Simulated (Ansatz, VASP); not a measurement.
# SrTiO3 in VASP and in Ansatz

File INCAR:

```
SYSTEM = SrTiO3
PREC = Accurate ; ENCUT = 520
EDIFF = 1E-6 ; ISMEAR = 0
SIGMA = 0.05 ; LREAL = Auto
LASPH = .TRUE. ; NELM = 60
ALGO = Normal ; ISIF = 2
LWAVE = .FALSE. ; LCHARG = .TRUE.
GGA = PE ; LELF = .TRUE.
LVHAR = .TRUE. ; NBANDS = 186
```

The input KPOINTS:

```
regular mesh
0
G
  2 2 2
  0 0 0
```

Contents of POSCAR:

```
SrTiO3
1.0
    5.5110000000     -5.5110000000      0.0000000000
    5.5110000000      5.5110000000      0.0000000000
    0.0000000000      0.0000000000      7.7960000000
Sr Ti O
8 8 24
Direct
    0.2500000000      0.2500000000      0.7500000000
    0.2500000000      0.7500000000      0.2500000000
    0.7500000000      0.2500000000      0.2500000000
    0.7500000000      0.7500000000      0.7500000000
    0.7500000000      0.2500000000      0.7500000000
    0.7500000000      0.7500000000      0.2500000000
    0.2500000000      0.2500000000      0.2500000000
    0.2500000000      0.7500000000      0.7500000000
    0.0000000000      0.0000000000      0.0000000000
    0.0000000000      0.5000000000      0.5000000000
    0.5000000000      0.0000000000      0.5000000000
    0.5000000000      0.5000000000      0.0000000000
    0.5000000000      0.0000000000      0.0000000000
    0.5000000000      0.5000000000      0.5000000000
    0.0000000000      0.0000000000      0.5000000000
    0.0000000000      0.5000000000      0.0000000000
    0.0000000000      0.0000000000      0.2500000000
    0.0000000000      0.5000000000      0.7500000000
    0.5000000000      0.0000000000      0.7500000000
    0.5000000000      0.5000000000      0.2500000000
    0.5000000000      0.0000000000      0.2500000000
    0.5000000000      0.5000000000      0.7500000000
    0.0000000000      0.0000000000      0.7500000000
    0.0000000000      0.5000000000      0.2500000000
    0.7500000000      0.4951000000      0.0000000000
    0.7500000000      0.9951000000      0.5000000000
    0.2500000000      0.4951000000      0.5000000000
    0.2500000000      0.9951000000      0.0000000000
    0.0049000000      0.2500000000      0.0000000000
    0.0049000000      0.7500000000      0.5000000000
    0.5049000000      0.2500000000      0.5000000000
    0.5049000000      0.7500000000      0.0000000000
    0.7500000000      0.0049000000      0.0000000000
    0.7500000000      0.5049000000      0.5000000000
    0.2500000000      0.0049000000      0.5000000000
    0.2500000000      0.5049000000      0.0000000000
    0.4951000000      0.2500000000      0.0000000000
    0.4951000000      0.7500000000      0.5000000000
    0.9951000000      0.2500000000      0.5000000000
    0.9951000000      0.7500000000      0.0000000000
```

Input for Ansatz:

```yaml
crystal:
  lattice:
    - [5.511, -5.511, 0.0]
    - [5.511, 5.511, 0.0]
    - [0.0, 0.0, 7.796]
  atoms:
    - { symbol: Sr, position: [0.25, 0.25, 0.75] }
    - { symbol: Sr, position: [0.25, 0.75, 0.25] }
    - { symbol: Sr, position: [0.75, 0.25, 0.25] }
    - { symbol: Sr, position: [0.75, 0.75, 0.75] }
    - { symbol: Sr, position: [0.75, 0.25, 0.75] }
    - { symbol: Sr, position: [0.75, 0.75, 0.25] }
    - { symbol: Sr, position: [0.25, 0.25, 0.25] }
    - { symbol: Sr, position: [0.25, 0.75, 0.75] }
    - { symbol: Ti, position: [0.0, 0.0, 0.0] }
    - { symbol: Ti, position: [0.0, 0.5, 0.5] }
    - { symbol: Ti, position: [0.5, 0.0, 0.5] }
    - { symbol: Ti, position: [0.5, 0.5, 0.0] }
    - { symbol: Ti, position: [0.5, 0.0, 0.0] }
    - { symbol: Ti, position: [0.5, 0.5, 0.5] }
    - { symbol: Ti, position: [0.0, 0.0, 0.5] }
    - { symbol: Ti, position: [0.0, 0.5, 0.0] }
    - { symbol: O, position: [0.0, 0.0, 0.25] }
    - { symbol: O, position: [0.0, 0.5, 0.75] }
    - { symbol: O, position: [0.5, 0.0, 0.75] }
    - { symbol: O, position: [0.5, 0.5, 0.25] }
    - { symbol: O, position: [0.5, 0.0, 0.25] }
    - { symbol: O, position: [0.5, 0.5, 0.75] }
    - { symbol: O, position: [0.0, 0.0, 0.75] }
    - { symbol: O, position: [0.0, 0.5, 0.25] }
    - { symbol: O, position: [0.75, 0.4951, 0.0] }
    - { symbol: O, position: [0.75, 0.9951, 0.5] }
    - { symbol: O, position: [0.25, 0.4951, 0.5] }
    - { symbol: O, position: [0.25, 0.9951, 0.0] }
    - { symbol: O, position: [0.0049, 0.25, 0.0] }
    - { symbol: O, position: [0.0049, 0.75, 0.5] }
    - { symbol: O, position: [0.5049, 0.25, 0.5] }
    - { symbol: O, position: [0.5049, 0.75, 0.0] }
    - { symbol: O, position: [0.75, 0.0049, 0.0] }
    - { symbol: O, position: [0.75, 0.5049, 0.5] }
    - { symbol: O, position: [0.25, 0.0049, 0.5] }
    - { symbol: O, position: [0.25, 0.5049, 0.0] }
    - { symbol: O, position: [0.4951, 0.25, 0.0] }
    - { symbol: O, position: [0.4951, 0.75, 0.5] }
    - { symbol: O, position: [0.9951, 0.25, 0.5] }
    - { symbol: O, position: [0.9951, 0.75, 0.0] }
basis:
  ecutwfc: 420
  fft_grid_basis: typed
kpoints:
  mp_grid: { grid: [2, 2, 2] }
hamiltonian:
  xc: pbe
  pseudopotentials: { kind: paw }
scf:
  occupations: { method: gaussian, width: 0.05 }
output:
  forces: true
  stress: false
  eigenvalues: true
  bader: false
  write_density: true
  volumetric_format: npy
```

Alike in both runs: task single point; functional PBE; k mesh 2 × 2 × 2; occupations gaussian, width 0.05 eV; no spin polarisation.

```csv
,VASP,Ansatz
version,VASP 6.6.1,Ansatz 0.2.0
potentials or method,"VASP PAW PBE potentials, release 64 (Sr_sv, Ti_sv, O), cutoff 520 eV","scalar-relativistic, plane waves, PAW"
valence electrons in the cell,320,320
```

```csv
,VASP,Ansatz,Ansatz less VASP
gap on the k mesh at the Fermi level (eV),1.85,1.88,+0.032
rms of the force components (eV/Å),0.008,0.006,-0.0013
```

Atom by atom the forces differ by 0.001 eV/Å (rms over components). With one functional, cell and mesh, what is left measures potentials, basis and numerics.
